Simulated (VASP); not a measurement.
# GaP (I-4m2) in VASP: a series of runs

Runs on GaP. Level: PBE. Tasks: single point.

Everything below comes from runs of VASP 6.6.1. Logs are shortened: lines on timing, memory, paths and dates and some standing lists are left out, and cuts for length are marked.

### 1 The cell of the first run

The structure is tetragonal, space group I-4m2 (No. 119). The conventional cell has a = 3.854 Å, b = 3.854 Å, c = 4.905 Å, α = 90.00°, β = 90.00°, γ = 90.00°. Within 3.0 Å of Ga (site symmetry -4m2) lie 4 P at 2.28 Å. Within 3.0 Å of P (site symmetry -4m2) lie 4 Ga at 2.28 Å.

### 2 Single point, PBE (strain -0.1000 x Voigt [1, 0, 0, 0, 0, 0])

The input, INCAR:

```
PREC = Accurate
ENCUT = 520
EDIFF = 1E-6
ISMEAR = 0
SIGMA = 0.05
LREAL = False
LASPH = True
NELM = 100
ALGO = Normal
ISIF = 2
LWAVE = False
LCHARG = False
GGA = PE
NBANDS = 16
```

The input, KPOINTS:

```
regular mesh
0
Gamma
  8 8 8
```

The input, POSCAR:

```
GaP
1.0
    0.0000000000      2.7252500000      2.7252500000
    2.4527250000      0.0000000000      2.7252500000
    2.4527250000      2.7252500000      0.0000000000
Ga P
1 1
Direct
    0.0000000000      0.0000000000      0.0000000000
    0.7500000000      0.7500000000      0.7500000000
```

Potentials or basis: VASP PAW PBE potentials, release 64 (Ga_d, P).

Run with:

```
cat potpaw_PBE.64/Ga_d/POTCAR potpaw_PBE.64/P/POTCAR > POTCAR
mpirun -np 1 vasp_std > vasp.out
```

OUTCAR:

```text
PREC = Accurate
   ENCUT = 520
   EDIFF = 1E-6
   ISMEAR = 0
   LREAL = False
   LASPH = True
   NELM = 100
   ISIF = 2
   GGA = PE

 ion  position               nearest neighbor table
   1  0.000  0.000  0.000-   2 2.28   2 2.28   2 2.28   2 2.28
   2  0.750  0.750  0.750-   1 2.28   1 2.28   1 2.28   1 2.28

  LATTYP: Found a body centered tetragonal cell.
 ALAT       =     3.8540855109
 C/A-ratio  =     1.2727922061

  Lattice vectors:

 A1 = (  -2.4527250000,   0.0000000000,  -2.7252500000)
 A2 = (  -2.4527250000,   0.0000000000,   2.7252500000)
 A3 = (   2.4527250000,   2.7252500000,   0.0000000000)

Analysis of symmetry for initial positions (statically):
=====================================================================
 Subroutine PRICEL returns:
 Original cell was already a primitive cell.

 Routine SETGRP: Setting up the symmetry group for a
 body centered tetragonal supercell.

 Subroutine GETGRP returns: Found  8 space group operations
 (whereof  8 operations were pure point group operations)
 out of a pool of 16 trial point group operations.

The static configuration has the point symmetry D_2d.

Analysis of symmetry for dynamics (positions and initial velocities):
=====================================================================
 Subroutine PRICEL returns:
 Original cell was already a primitive cell.

 Routine SETGRP: Setting up the symmetry group for a
 body centered tetragonal supercell.

 Subroutine GETGRP returns: Found  8 space group operations
 (whereof  8 operations were pure point group operations)
 out of a pool of 16 trial point group operations.

The dynamic configuration has the point symmetry D_2d.

 Subroutine INISYM returns: Found  8 space group operations
 (whereof  8 operations are pure point group operations),
 and found     1 'primitive' translations

----------------------------------------------------------------------------------------

                                     Primitive cell

  volume of cell :      36.4327

  direct lattice vectors                    reciprocal lattice vectors
     0.000000000  2.725250000  2.725250000    -0.203854896  0.183469406  0.183469406
     2.452725000  0.000000000  2.725250000     0.203854896 -0.183469406  0.183469406
     2.452725000  2.725250000  0.000000000     0.203854896  0.183469406 -0.183469406

  length of vectors
     3.854085511  3.666448893  3.666448893     0.329967976  0.329967976  0.329967976

  position of ions in fractional coordinates (direct lattice)
     0.000000000  0.000000000  0.000000000
     0.750000000  0.750000000  0.750000000

  ion indices of the primitive-cell ions
   primitive index   ion index
                 1           1
                 2           2

----------------------------------------------------------------------------------------

 KPOINTS: regular mesh

Automatic generation of k-mesh.
 Grid dimensions read from file:
 generate k-points for:    8    8    8

 Generating k-lattice:

  Cartesian coordinates                     Fractional coordinates (reciprocal lattice)
    -0.025481862  0.022933676  0.022933676     0.125000000  0.000000000  0.000000000
     0.025481862 -0.022933676  0.022933676     0.000000000  0.125000000  0.000000000
     0.025481862  0.022933676 -0.022933676     0.000000000  0.000000000  0.125000000

  Length of vectors
     0.041245997  0.041245997  0.041245997

  Shift w.r.t. Gamma in fractional coordinates (k-lattice)
     0.000000000  0.000000000  0.000000000

 Subroutine IBZKPT returns following result:
 ===========================================

 Found     59 irreducible k-points:

 Following reciprocal coordinates:
            Coordinates               Weight
  0.000000  0.000000  0.000000      1.000000
  0.125000  0.000000  0.000000      8.000000
  0.250000  0.000000  0.000000      8.000000
  0.375000  0.000000  0.000000      8.000000
  0.500000  0.000000  0.000000      4.000000
  0.125000  0.125000  0.000000      4.000000
[... 16 lines left out ...]
  0.250000  0.125000  0.125000      4.000000
  0.375000  0.125000  0.125000      8.000000
 [... further k-points ...]
   k-points           NKPTS =     59   k-points in BZ     NKDIM =     59   number of bands    NBANDS=     16
   number of dos      NEDOS =    301   number of ions     NIONS =      2
   total plane-waves  NPLWV =  23520
   dimension x,y,z NGX =    30 NGY =   28 NGZ =   28
   dimension x,y,z NGXF=    60 NGYF=   56 NGZF=   56
   ions per type =               1   1
   NGX,Y,Z   is equivalent  to a cutoff of  12.94, 12.70, 12.70 a.u.
   NGXF,Y,Z  is equivalent  to a cutoff of  25.88, 25.39, 25.39 a.u.
 SYSTEM =  unknown system
   PREC   = accura    normal or accurate (medium, high low for compatibility)
   ISTART =      0    job   : 0-new  1-cont  2-samecut
   ICHARG =      2    charge: 1-file 2-atom 10-const
   ISPIN  =      1    spin polarized calculation?
   LNONCOLLINEAR =      F non collinear calculations
   LSORBIT =      F    spin-orbit coupling
   LASPH  =      T    aspherical Exc in radial PAW
   ENCUT  =  520.0 eV  38.22 Ry    6.18 a.u.   7.17  6.82  6.82*2*pi/ulx,y,z
   NELM   =    100;   NELMIN=  2; NELMDL= -5     # of ELM steps
   EDIFF  = 0.1E-05   stopping-criterion for ELM
   LREAL  =      F    real-space projection
   EDIFFG = 0.1E-04   stopping-criterion for IOM
   NSW    =      0    number of steps for IOM
   IBRION =     -1    ionic relax: 0-MD 1-quasi-New 2-CG
   NFREE  =      0    steps in history (QN), initial steepest desc. (CG)
   ISIF   =      2    stress and relaxation
   ISYM   =      2    0-nonsym 1-usesym 2-fastsym
   POTIM  = 0.5000    time-step for ionic-motion
   TEBEG  =    0.0;   TEEND  =   0.0 temperature during run
   PSTRESS=    0.0 pullay stress
   NELECT =      18.0000    total number of electrons
   NUPDOWN=      -1.0000    fix difference up-down
   EMIN   =  10.00;   EMAX   =-10.00  energy-range for DOS
   EFERMI =   0.00;   METHOD = LEGACY
   ISMEAR =     0;   SIGMA  =   0.05  broadening in eV -4-tet -1-fermi 0-gaus
   EFERMI_NEDOS =   21; number of points for ismear=-14 and -15
   IALGO  =     38    algorithm
   IMIX   =      4    mixing-type and parameters
     AMIX     =   0.40;   BMIX     =  1.00
     AMIX_MAG =   1.60;   BMIX_MAG =  1.00
  volume/ion in A,a.u.               =      18.22       122.93
  Fermi-wavevector in a.u.,A,eV,Ry     =   1.294201  2.445686 22.789172  1.674957
  Thomas-Fermi vector in A             =   2.425799
   LORBIT       =      0    0 simple, 1 ext, 2 COOP (PROOUT), +10 PAW based schemes
   GGA     = PE    functional components
   LHFCALC =     F    Hartree Fock is set to
   AEXX    =    0.0000 exact exchange contribution
   IVDW    =     0    specifies the selected vdW correction
   LEPSILON=     F    determine dielectric tensor
   LRPA    =     F    only Hartree local field effects (RPA)
 non-spin polarized calculation
 Gauss-broadening in eV      SIGMA  =   0.05
  energy-cutoff  :      520.00
  volume of cell :       36.43
 maximum number of plane-waves:       996
 NGX is ok and might be reduce to    30
   NGX = 15   NGY = 13   NGZ = 13

 number of electron      18.0000003 magnetization

 Free energy of the ion-electron system (eV)
  ---------------------------------------------------
  ext. energy  EPLUGINS =         0.00000000
  ---------------------------------------------------
  free energy    TOTEN  =        -8.86907744 eV

  energy without entropy =       -8.86907744  energy(sigma->0) =       -8.86907744

 E-fermi :   6.3670     XC(G=0): -10.3349

 val. band max:        6.1450614051   @ k =   0.0000   0.0000   0.0000
 cond. band min:       6.5821363471   @ k =   0.0000   0.3750   0.3750
 fundamental gap:      0.4370749420
 Fermi energy:         6.3669802322

 k-point     1 :       0.0000    0.0000    0.0000
  band No.  band energies     occupation
      1      -8.9949      2.00000
      2      -8.9949      2.00000
      3      -8.9647      2.00000
      4      -8.8636      2.00000
      5      -8.8492      2.00000
      6      -7.5180      2.00000
[... 8 lines left out ...]
     15      15.0263      0.00000
     16      16.4132      0.00000

 k-point     2 :       0.1250    0.0000    0.0000
  band No.  band energies     occupation
      1      -9.0116      2.00000
      2      -8.9883      2.00000
      3      -8.9657      2.00000
      4      -8.8636      2.00000
      5      -8.8478      2.00000
      6      -7.2841      2.00000
[... 8 lines left out ...]
     15      15.2463      0.00000
     16      16.2223      0.00000

 k-point     3 :       0.2500    0.0000    0.0000
  band No.  band energies     occupation
      1      -9.0555      2.00000
      2      -8.9749      2.00000
      3      -8.9553      2.00000
      4      -8.8637      2.00000
      5      -8.8416      2.00000
      6      -6.6239      2.00000
[... 8 lines left out ...]
     15      14.7656      0.00000
     16      16.6060      0.00000

 k-point     4 :       0.3750    0.0000    0.0000
  band No.  band energies     occupation
      1      -9.0938      2.00000
      2      -8.9655      2.00000
      3      -8.9451      2.00000
      4      -8.8618      2.00000
      5      -8.8310      2.00000
      6      -5.6850      2.00000
[... 8 lines left out ...]
     15      16.5485      0.00000
     16      16.8473      0.00000
[... 324 lines left out ...]
 k-point    22 :       0.0000    0.1250    0.1250
  band No.  band energies     occupation
      1      -9.0063      2.00000
      2      -8.9819      2.00000
      3      -8.9819      2.00000
      4      -8.8717      2.00000
      5      -8.8428      2.00000
      6      -7.1656      2.00000
[... 8 lines left out ...]
     15      15.1027      0.00000
     16      16.8976      0.00000

 k-point    23 :       0.2500    0.1250    0.1250
  band No.  band energies     occupation
      1      -9.0412      2.00000
      2      -8.9804      2.00000
      3      -8.9509      2.00000
      4      -8.8589      2.00000
      5      -8.8499      2.00000
      6      -6.9477      2.00000
[... 8 lines left out ...]
     15      14.9865      0.00000
     16      17.3132      0.00000

 k-point    24 :       0.3750    0.1250    0.1250
  band No.  band energies     occupation
      1      -9.0751      2.00000
      2      -8.9652      2.00000
      3      -8.9441      2.00000
      4      -8.8592      2.00000
      5      -8.8452      2.00000
      6      -6.2084      2.00000
[... 8 lines left out ...]
     15      16.2886      0.00000
     16      18.1207      0.00000

 [... further k-points ...]
[... 5 lines left out ...]
  --------------------------------------------------------------------------------------
  -------------------------------------------------------------------------------------
  Total        3.9640707      2.6298427      2.6298427      0.0000000      0.0000000     -0.0000000
  in kB      174.3253014    115.6508453    115.6508453      0.0000000      0.0000000     -0.0000000
  external PRESSURE =     135.2089973 kB  Pullay stress =       0.0000000 kB

 VOLUME and BASIS-vectors are now :
 -----------------------------------------------------------------------------
  energy-cutoff  :      520.00
  volume of cell :       36.43
      direct lattice vectors                 reciprocal lattice vectors
     0.000000000  2.725250000  2.725250000    -0.203854896  0.183469406  0.183469406
     2.452725000  0.000000000  2.725250000     0.203854896 -0.183469406  0.183469406
     2.452725000  2.725250000  0.000000000     0.203854896  0.183469406 -0.183469406

 POSITION                                       TOTAL-FORCE (eV/Angst)
 -----------------------------------------------------------------------------------
      0.00000      0.00000      0.00000         0.000000     -0.000000     -0.000000
      3.67909      4.08788      4.08788        -0.000000      0.000000      0.000000
 -----------------------------------------------------------------------------------
    total drift:                                0.000001     -0.000000     -0.000000

  FREE ENERGIE OF THE ION-ELECTRON SYSTEM (eV)
  ---------------------------------------------------
  free  energy   TOTEN  =        -8.8690774425 eV

  energy  without entropy=       -8.8690774425  energy(sigma->0) =       -8.86907744
```

Run time: 69 s. Hardware: 1 thread of AMD EPYC 7R13, shared host; peak memory 0.15 GiB.

What came out:

* Free energy: -8.8691 eV
* Pressure: 13.5 GPa
* Band gap on the k mesh: 0.44 eV, indirect (least direct gap 2.30 eV)

Stress tensor (GPa, compression positive):
```
17.43  0.00  0.00
 0.00 11.57  0.00
 0.00  0.00 11.57
```

Levels at points of the mesh, in eV from the valence-band top:
```tsv
k point	band 5	band 6	band 7	band 8	band 9	band 10	band 11	band 12	band 13	band 14
(0.00, 0.00, 0.00)	-14.99	-13.66	-0.53	-0.53	0.00	2.30	3.44	3.64	3.64	8.59
(0.50, 0.00, 0.00)	-14.97	-11.22	-7.61	-2.06	-1.19	1.39	3.89	5.10	8.25	10.79
(0.50, 0.50, 0.00)	-14.98	-10.38	-7.86	-3.15	-3.05	1.37	1.73	10.27	10.47	11.25
(0.00, 0.50, 0.50)	-14.95	-9.82	-7.08	-3.92	-3.92	0.58	0.65	10.92	10.92	12.06
```

Caveat: the cell differs from its parent crystal (strain -0.1000 x Voigt [1, 0, 0, 0, 0, 0]).

### 3 Single point, PBE (strain -0.0750 x Voigt [1, 0, 0, 0, 0, 0])

The input, INCAR:

```
PREC     = Accurate       # precision mode
ENCUT    = 520            # plane-wave cutoff, eV
EDIFF    = 1E-6           # SCF threshold, eV
ISMEAR   = 0              # smearing method
SIGMA    = 0.05           # smearing width, eV
LREAL    = F              # projectors in reciprocal space
LASPH    = T              # aspherical terms in the spheres
NELM     = 100            # most SCF steps
ALGO     = Normal         # electronic algorithm
ISIF     = 2              # what is computed and relaxed
LWAVE    = F              # write WAVECAR
LCHARG   = F              # write CHGCAR
GGA      = PE             # functional
NBANDS   = 16             # bands
```

The input, KPOINTS:

```
Automatic mesh
0
Gamma
  8 8 8
```

The input, POSCAR:

```
GaP
1.0
    0.0000000000      2.7252500000      2.7252500000
    2.5208562500      0.0000000000      2.7252500000
    2.5208562500      2.7252500000      0.0000000000
Ga P
1 1
Direct
    0.0000000000      0.0000000000      0.0000000000
    0.7500000000      0.7500000000      0.7500000000
```

Potentials or basis: VASP PAW PBE potentials, release 64 (Ga_d, P).

Run with:

```
cat potpaw_PBE.64/Ga_d/POTCAR potpaw_PBE.64/P/POTCAR > POTCAR
mpirun -np 1 vasp_std > vasp.out
```

It took 59 s on 1 thread of AMD EPYC 7R13, shared host; peak memory 0.15 GiB.

Results (log left out):

```yaml
Free_energy: -8.9669 eV
Pressure: 10.3 GPa
Band_gap_on_the_k_mesh: 0.75 eV, indirect (least direct gap 2.18 eV)
```

Stress tensor (GPa, compression positive):
```
13.44  0.00  0.00
 0.00  8.67  0.00
 0.00  0.00  8.67
```

Levels at points of the mesh, in eV from the valence-band top:
| k point | band 5 | band 6 | band 7 | band 8 | band 9 | band 10 | band 11 | band 12 | band 13 | band 14 |
| --- | --- | --- | --- | --- | --- | --- | --- | --- | --- | --- |
| (0.00, 0.00, 0.00) | -14.85 | -13.36 | -0.41 | -0.41 | 0.00 | 2.18 | 3.53 | 3.69 | 3.69 | 8.86 |
| (0.50, 0.00, 0.00) | -14.83 | -11.02 | -7.36 | -1.82 | -1.18 | 1.50 | 4.11 | 4.92 | 8.22 | 10.92 |
| (0.50, 0.50, 0.00) | -14.83 | -10.16 | -7.58 | -3.05 | -2.98 | 1.43 | 1.74 | 10.46 | 10.60 | 11.27 |
| (0.00, 0.50, 0.50) | -14.81 | -9.76 | -7.02 | -3.60 | -3.60 | 0.85 | 0.95 | 10.84 | 10.84 | 12.10 |

Caveat: the cell differs from its parent crystal (strain -0.0750 x Voigt [1, 0, 0, 0, 0, 0]). A k mesh can miss the band edges.
